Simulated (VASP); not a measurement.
# Nb in VASP: further runs

The runs below take Nb through electric field gradients, with PBE.

All numbers are computed with VASP 6.6.1; they aren't measurements. Logs are shortened: lines on timing, memory, paths and dates and some standing lists are left out, and cuts for length are marked.

## Step 1: The cell of the first run

The structure is trigonal, space group R-3m (No. 166). The conventional cell has a = 2.976 Å, b = 2.976 Å, c = 7.400 Å, α = 90.00°, β = 90.00°, γ = 120.00°. Nb (site symmetry -3m) has 12 Nb at 2.98 to 3.01 Å within 3.9 Å.

## Step 2: Electric field gradients, PBE (equal xy, yz and zx shear strains of +1 %)

INCAR

```
SYSTEM = Nb
PREC = Accurate
ENCUT = 520
EDIFF = 1E-8
ISMEAR = -1
SIGMA = 0.08
LREAL = .False.
LASPH = .True.
NELM = 100
ALGO = Normal
ISIF = 2
LWAVE = .False.
LCHARG = .False.
GGA = PE
LEFG = .True.
NBANDS = 12
```

KPOINTS

```
regular mesh
0
Gamma
  13 13 13
  0 0 0
```

POSCAR

```
Nb
1.0
    0.0211500000      2.1255750000      2.1255750000
    2.1255750000      0.0211500000      2.1255750000
    2.1255750000      2.1255750000      0.0211500000
Nb
1
Direct
    0.0000000000      0.0000000000      0.0000000000
```

Potentials or basis: VASP PAW PBE potentials, release 64 (Nb_sv).

Run with:

```console
$ cat potpaw_PBE.64/Nb_sv/POTCAR > POTCAR
$ mpirun -np 1 vasp_std > vasp.out
```

OUTCAR:

```text
SYSTEM = Nb
   PREC = Accurate
   ENCUT = 520
   EDIFF = 1E-8
   ISMEAR = -1
   LREAL = .False.
   LASPH = .True.
   NELM = 100
   ISIF = 2
   GGA = PE

 ion  position               nearest neighbor table
   1  0.000  0.000  0.000-

  LATTYP: Found a trigonal (rhomboedric) cell.
 ALAT       =     3.0060913964
 COS(alpha) =     0.5099250056

  Lattice vectors:

 A1 = (   0.0211500000,   2.1255750000,   2.1255750000)
 A2 = (   2.1255750000,   0.0211500000,   2.1255750000)
 A3 = (   2.1255750000,   2.1255750000,   0.0211500000)

Analysis of symmetry for initial positions (statically):
=====================================================================
 Subroutine PRICEL returns:
 Original cell was already a primitive cell.

 Routine SETGRP: Setting up the symmetry group for a
 trigonal (rhombohedral) supercell.

 Subroutine GETGRP returns: Found 12 space group operations
 (whereof 12 operations were pure point group operations)
 out of a pool of 12 trial point group operations.

The static configuration has the point symmetry D_3d.

Analysis of symmetry for dynamics (positions and initial velocities):
=====================================================================
 Subroutine PRICEL returns:
 Original cell was already a primitive cell.

 Routine SETGRP: Setting up the symmetry group for a
 trigonal (rhombohedral) supercell.

 Subroutine GETGRP returns: Found 12 space group operations
 (whereof 12 operations were pure point group operations)
 out of a pool of 12 trial point group operations.

The dynamic configuration has the point symmetry D_3d.

 Subroutine INISYM returns: Found 12 space group operations
 (whereof 12 operations are pure point group operations),
 and found     1 'primitive' translations

----------------------------------------------------------------------------------------

                                     Primitive cell

  volume of cell :      18.9203

  direct lattice vectors                    reciprocal lattice vectors
     0.021150000  2.125575000  2.125575000    -0.238770803  0.236418381  0.236418381
     2.125575000  0.021150000  2.125575000     0.236418381 -0.238770803  0.236418381
     2.125575000  2.125575000  0.021150000     0.236418381  0.236418381 -0.238770803

  length of vectors
     3.006091396  3.006091396  3.006091396     0.410851310  0.410851310  0.410851310

  position of ions in fractional coordinates (direct lattice)
     0.000000000  0.000000000  0.000000000

  ion indices of the primitive-cell ions
   primitive index   ion index
                 1           1

----------------------------------------------------------------------------------------

 KPOINTS: regular mesh

Automatic generation of k-mesh.
 Grid dimensions read from file:
 generate k-points for:   13   13   13

 Generating k-lattice:

  Cartesian coordinates                     Fractional coordinates (reciprocal lattice)
    -0.018366985  0.018186029  0.018186029     0.076923077  0.000000000  0.000000000
     0.018186029 -0.018366985  0.018186029     0.000000000  0.076923077  0.000000000
     0.018186029  0.018186029 -0.018366985     0.000000000  0.000000000  0.076923077

  Length of vectors
     0.031603947  0.031603947  0.031603947

  Shift w.r.t. Gamma in fractional coordinates (k-lattice)
     0.000000000  0.000000000  0.000000000

 Subroutine IBZKPT returns following result:
 ===========================================

 Found    231 irreducible k-points:

 Following reciprocal coordinates:
            Coordinates               Weight
  0.000000  0.000000  0.000000      1.000000
  0.076923  0.000000  0.000000      6.000000
  0.153846 -0.000000 -0.000000      6.000000
  0.230769  0.000000 -0.000000      6.000000
  0.307692 -0.000000 -0.000000      6.000000
  0.384615 -0.000000 -0.000000      6.000000
[... 16 lines left out ...]
  0.384615  0.153846 -0.000000     12.000000
  0.461538  0.153846 -0.000000     12.000000
 [... further k-points ...]
   k-points           NKPTS =    231   k-points in BZ     NKDIM =    231   number of bands    NBANDS=     12
   number of dos      NEDOS =    301   number of ions     NIONS =      1
   total plane-waves  NPLWV =  13824
   dimension x,y,z NGX =    24 NGY =   24 NGZ =   24
   dimension x,y,z NGXF=    48 NGYF=   48 NGZF=   48
   ions per type =               1
   NGX,Y,Z   is equivalent  to a cutoff of  13.27, 13.27, 13.27 a.u.
   NGXF,Y,Z  is equivalent  to a cutoff of  26.55, 26.55, 26.55 a.u.
 SYSTEM =  Nb
   PREC   = accura    normal or accurate (medium, high low for compatibility)
   ISTART =      0    job   : 0-new  1-cont  2-samecut
   ICHARG =      2    charge: 1-file 2-atom 10-const
   ISPIN  =      1    spin polarized calculation?
   LNONCOLLINEAR =      F non collinear calculations
   LSORBIT =      F    spin-orbit coupling
   LASPH  =      T    aspherical Exc in radial PAW
   ENCUT  =  520.0 eV  38.22 Ry    6.18 a.u.   5.59  5.59  5.59*2*pi/ulx,y,z
   NELM   =    100;   NELMIN=  2; NELMDL= -5     # of ELM steps
   EDIFF  = 0.1E-07   stopping-criterion for ELM
   LREAL  =      F    real-space projection
   EDIFFG = 0.1E-06   stopping-criterion for IOM
   NSW    =      0    number of steps for IOM
   IBRION =     -1    ionic relax: 0-MD 1-quasi-New 2-CG
   NFREE  =      0    steps in history (QN), initial steepest desc. (CG)
   ISIF   =      2    stress and relaxation
   ISYM   =      2    0-nonsym 1-usesym 2-fastsym
   POTIM  = 0.5000    time-step for ionic-motion
   TEBEG  =    0.0;   TEEND  =   0.0 temperature during run
   PSTRESS=    0.0 pullay stress
   NELECT =      13.0000    total number of electrons
   NUPDOWN=      -1.0000    fix difference up-down
   EMIN   =  10.00;   EMAX   =-10.00  energy-range for DOS
   EFERMI =   0.00;   METHOD = LEGACY
   ISMEAR =    -1;   SIGMA  =   0.08  broadening in eV -4-tet -1-fermi 0-gaus
   EFERMI_NEDOS =   21; number of points for ismear=-14 and -15
   IALGO  =     38    algorithm
   IMIX   =      4    mixing-type and parameters
     AMIX     =   0.40;   BMIX     =  1.00
     AMIX_MAG =   1.60;   BMIX_MAG =  1.00
  volume/ion in A,a.u.               =      18.92       127.68
  Fermi-wavevector in a.u.,A,eV,Ry     =   1.444596  2.729891 28.393420  2.086858
  Thomas-Fermi vector in A             =   2.562873
   LORBIT       =      0    0 simple, 1 ext, 2 COOP (PROOUT), +10 PAW based schemes
   GGA     = PE    functional components
[... 5 lines left out ...]
 non-spin polarized calculation
  energy-cutoff  :      520.00
  volume of cell :       18.92
 maximum number of plane-waves:       532
   NGX = 11   NGY = 11   NGZ = 11

 number of electron      13.0000001 magnetization

 Free energy of the ion-electron system (eV)
  ---------------------------------------------------
  ext. energy  EPLUGINS =         0.00000000
  ---------------------------------------------------
  free energy    TOTEN  =        -9.90937900 eV

  energy without entropy =       -9.87651858  energy(sigma->0) =       -9.89294879

 E-fermi :  10.8373     XC(G=0): -12.2510

 val. band max:       10.8277512060   @ k =  -0.2308   0.1538  -0.0000
 cond. band min:      10.8453511089   @ k =   0.3846   0.3846   0.1538
 fundamental gap:      0.0175999029
 Fermi energy:        10.8373437504

 k-point     1 :       0.0000    0.0000    0.0000
  band No.  band energies     occupation
      1     -43.9521      2.00000
      2     -19.3792      2.00000
      3     -19.3408      2.00000
      4     -19.3408      2.00000
      5       4.6478      2.00000
      6      10.8107      1.16526
      7      11.0349      0.15603
      8      11.0349      0.15603
      9      13.5292      0.00000
     10      13.5292      0.00000
     11      22.6635      0.00000
     12      27.1773      0.00000

 k-point     2 :       0.0769    0.0000    0.0000
  band No.  band energies     occupation
      1     -43.9414      2.00000
      2     -19.4194      2.00000
      3     -19.3804      2.00000
      4     -19.3503      2.00000
      5       4.8669      2.00000
      6      10.8109      1.16383
      7      10.9616      0.34912
      8      11.1420      0.04343
      9      13.4354      0.00000
     10      13.4403      0.00000
     11      23.1030      0.00000
     12      26.5750      0.00000
[... 301 lines left out ...]
 k-point    23 :       0.3846    0.1538   -0.0000
  band No.  band energies     occupation
      1     -43.7881      2.00000
      2     -20.2104      2.00000
      3     -19.5796      2.00000
      4     -19.5670      2.00000
      5       7.5542      2.00000
      6       9.6600      2.00000
      7      10.6207      1.87507
      8      11.7743      0.00002
      9      14.6263      0.00000
     10      15.1362      0.00000
     11      22.9870      0.00000
     12      25.4283      0.00000

 k-point    24 :       0.4615    0.1538   -0.0000
  band No.  band energies     occupation
      1     -43.7581      2.00000
      2     -20.3645      2.00000
      3     -19.6361      2.00000
      4     -19.5784      2.00000
      5       7.6790      2.00000
      6       9.8747      1.99999
      7      10.8575      0.87475
      8      11.5367      0.00032
      9      15.5014      0.00000
     10      15.9906      0.00000
     11      21.5485      0.00000
     12      24.3349      0.00000

 [... further k-points ...]
[... 5 lines left out ...]
  --------------------------------------------------------------------------------------
  -------------------------------------------------------------------------------------
  Total       -0.1688139     -0.1688139     -0.1688139      0.0523201      0.0523201      0.0523201
  in kB      -14.2951999    -14.2951999    -14.2951999      4.4304812      4.4304812      4.4304812
  external PRESSURE =     -14.2951999 kB  Pullay stress =       0.0000000 kB

 VOLUME and BASIS-vectors are now :
 -----------------------------------------------------------------------------
  energy-cutoff  :      520.00
  volume of cell :       18.92
      direct lattice vectors                 reciprocal lattice vectors
     0.021150000  2.125575000  2.125575000    -0.238770803  0.236418381  0.236418381
     2.125575000  0.021150000  2.125575000     0.236418381 -0.238770803  0.236418381
     2.125575000  2.125575000  0.021150000     0.236418381  0.236418381 -0.238770803

 POSITION                                       TOTAL-FORCE (eV/Angst)
 -----------------------------------------------------------------------------------
      0.00000      0.00000      0.00000         0.000000     -0.000000     -0.000000
 -----------------------------------------------------------------------------------
    total drift:                                0.000000      0.000000      0.000000

  FREE ENERGIE OF THE ION-ELECTRON SYSTEM (eV)
  ---------------------------------------------------
  free  energy   TOTEN  =        -9.9093790032 eV

  energy  without entropy=       -9.8765185797  energy(sigma->0) =       -9.89294879

 Electric field gradients (V/A^2)
---------------------------------------------------------------------
 ion       V_xx      V_yy      V_zz      V_xy      V_xz      V_yz
---------------------------------------------------------------------
   1       0.000    -0.000     0.000    -1.163    -1.163    -1.163
---------------------------------------------------------------------

 Electric field gradients after diagonalization (V/A^2)
 (convention: |V_zz| > |V_xx| > |V_yy|)
----------------------------------------------------------------------
 ion       V_xx      V_yy      V_zz     asymmetry (V_yy - V_xx)/ V_zz
----------------------------------------------------------------------
   1       1.163     1.163    -2.327       0.000
----------------------------------------------------------------------

           NMR quadrupolar parameters

 Cq : quadrupolar parameter    Cq=e*Q*V_zz/h
 eta: asymmetry parameters     (V_yy - V_xx)/ V_zz
 Q  : nuclear electric quadrupole moment in mb (millibarn)
----------------------------------------------------------------------
 ion       Cq(MHz)       eta       Q (mb)
----------------------------------------------------------------------
   1      -0.006       0.000       1.000
----------------------------------------------------------------------
```

Run time: 16 s. Hardware: 1 thread of Intel Xeon 6975P-C (Granite Rapids), shared host; peak memory 0.17 GiB.

Results:

* Free energy: -9.9094 eV
* Pressure: -1.4 GPa

Levels at points of the mesh, in eV from the Fermi level:
```tsv
k point	band 4	band 5	band 6	band 7	band 8	band 9
(0.00, 0.00, 0.00)	-30.18	-6.19	-0.03	0.20	0.20	2.69
```

Electric field gradients, principal values (V/Å²):
| atom | least | middle | greatest (by size) |
| --- | --- | --- | --- |
| 1 Nb | 1.163 | 1.163 | -2.327 |

Caveat: the cell differs from its parent crystal (equal xy, yz and zx shear strains of +1 %); without QUAD_EFG the Cq values of the log hold for a quadrupole moment of 1 mb, not for the nuclei.

(Continued in part 2 of 2.)
